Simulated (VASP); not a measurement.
Ag: electric field gradients with PBEsol

The system is Ag.

```
Ag
1.0
     0.00000    2.04310    2.02267
     2.04310    0.00000    2.02267
     2.04310    2.04310    0.00000
Ag
1
Direct
  0.00000 0.00000 0.00000
```

This cell differs from its parent crystal: zz strain of -1 %.

| Property | Result |
| --- | --- |
| Program | VASP 6.6.1 |
| Task | electric field gradients |
| Functional | PBEsol |
| Potentials or basis | VASP PAW PBE potentials, release 64 (Ag) |
| Cutoff | 400 eV |
| k mesh | 15 × 15 × 15 |
| Occupations | fermi-dirac, width 0.03 eV |
| Spin | no spin polarisation |
| Dipole correction | no |
| Further INCAR settings | ALGO = Normal; EDIFF = 1e-08; NBANDS = 12 |

* Pressure: -2.2 GPa

Levels at points of the mesh, in eV from the Fermi level:
```
           k point  band 4  band 5  band 6  band 7  band 8  band 9
(0.00, 0.00, 0.00)   -4.91   -3.92   -3.85   15.87   19.45   19.45
```

Electric field gradients, principal values (V/Å²):
```
atom   least  middle  greatest (by size)
1 Ag  -0.435  -0.436               0.871
```

It took 31 s on 1 thread of Intel(R) Xeon(R) Platinum 8259CL CPU @ 2.50GHz (Skylake/Cascade Lake) (shared host), peak memory 0.16 GiB.

Caveat: the cell differs from its parent crystal (zz strain of -1 %); without QUAD_EFG the Cq values of the log hold for a quadrupole moment of 1 mb, not for the nuclei; the PAW data sets were made with another functional, which shifts forces and pressure a little.
